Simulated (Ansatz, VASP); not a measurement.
# Ti2B2Os in VASP and in Ansatz

```
CELL_PARAMETERS angstrom
3.82823 0.00000 0.00000
-1.91412 3.31535 0.00000
0.00000 0.00000 4.82584
ATOMIC_POSITIONS crystal
Ti 0.33333 0.66667 0.69417
Ti 0.66667 0.33333 0.30583
B 0.33333 0.66667 0.19137
B 0.66667 0.33333 0.80863
Os 0.00000 0.00000 0.00000
```

Change from the starting cell: species swapped into the CaCd2As2 type (P-3m1, No. 164).

Alike in both runs: functional PBE; k mesh 12 × 12 × 8; occupations gaussian, width 0.1 eV; no spin polarisation.

Ansatz relaxed the structure, and its values are those at the end. VASP's run is a single point on that final structure, the one shown.

|  | VASP | Ansatz |
| --- | --- | --- |
| version | VASP 6.6.1 | Ansatz 0.2.0 |
| potentials or method | VASP PAW PBE potentials, release 64 (Ti_sv, B, Os), cutoff 520 eV | scalar-relativistic, plane waves, PAW |
| valence electrons in the cell | 38 | 46 |

```tsv
	VASP	Ansatz	Ansatz less VASP
gap on the k mesh at the Fermi level (eV)	none	none	-
pressure (GPa)	0.1	0.0	-0.15
rms of the force components (eV/Å)	0.010	0.001	-0.0092
```

A gap of «none» marks a metal or a gap that the smearing closes. With one functional, cell and mesh, what is left measures potentials, basis and numerics. VASP's potentials hold 38 valence electrons a cell and Ansatz's 46, so a difference there can come from the potentials and not from the codes.

Neither program's run includes spin-orbit coupling.
